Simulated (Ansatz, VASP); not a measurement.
Two plane-wave programs on ZnS

```
Zn S
1.0
     0.00000    2.70465    2.70465
     2.70465    0.00000    2.70465
     2.70465    2.70465    0.00000
Zn S
1 1
Direct
  0.01334 0.01334 0.01334
  0.75000 0.75000 0.75000
```

Change from the starting cell: all Zn atoms moved -0.125 Å, as atom 1 towards its neighbour atom 2 (S) at 2.342 Å.

Alike in both runs: task single point; functional r2SCAN; k mesh 8 × 8 × 8; occupations gaussian, width 0.05 eV; no spin polarisation.

|  | VASP | Ansatz |
| --- | --- | --- |
| version | VASP 6.6.1 | Ansatz 0.2.0 |
| potentials or method | VASP PAW PBE potentials, release 64 (Zn, S), cutoff 520 eV | scalar-relativistic, plane waves, PAW |
| valence electrons in the cell | 18 | 18 |

```csv
,VASP,Ansatz,Ansatz less VASP
gap on the k mesh at the Fermi level (eV),2.58,2.57,-0.010
least direct gap on the mesh (eV),2.58,2.57,-0.010
pressure (GPa),-0.4,-0.4,-0.07
"traceless stress, the component that is largest in VASP (GPa)",-1.17,-1.16,+0.010
rms of the force components (eV/Å),0.306,0.305,-0.0013
```

VASP's potentials were made for PBE, not for r2SCAN. Atom by atom the forces differ by 0.001 eV/Å (rms over components).
